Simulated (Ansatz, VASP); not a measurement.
# Two plane-wave programs on AlCu3

```
CELL_PARAMETERS angstrom
3.63187 0.00000 0.00000
0.00000 3.63187 0.00000
0.00000 0.00000 3.63187
ATOMIC_POSITIONS crystal
Al 0.00000 0.00000 0.00000
Cu 0.50000 0.50000 0.00000
Cu 0.50000 0.00000 0.50000
Cu 0.00000 0.50000 0.50000
```

Alike in both runs: task relaxation of cell and atoms; functional PBEsol; k mesh 12 × 12 × 12; occupations fermi-dirac, width 0.15 eV; no spin polarisation.

|  | VASP | Ansatz |
| --- | --- | --- |
| version | VASP 6.6.1 | Ansatz 0.2.0 |
| potentials or method | VASP PAW PBE potentials, release 64 (Al, Cu), cutoff 600 eV | scalar-relativistic, plane waves, PAW |
| valence electrons in the cell | 36 | 60 |

|  | VASP | Ansatz | Ansatz less VASP |
| --- | --- | --- | --- |
| gap on the k mesh at the Fermi level, each at its own relaxed structure (eV) | none | none | - |
| relaxed volume (Å³/atom) | 12.03 | 11.98 | -0.046 |
| relaxed length of the cell vector where the two differ most in proportion (Å) | 3.637 | 3.632 | -0.0047 |

VASP's potentials were made for PBE, not for PBEsol. A gap of «none» marks a metal or a gap that the smearing closes. VASP's potentials hold 36 valence electrons a cell and Ansatz's 60, so a difference there can come from the potentials and not from the codes.
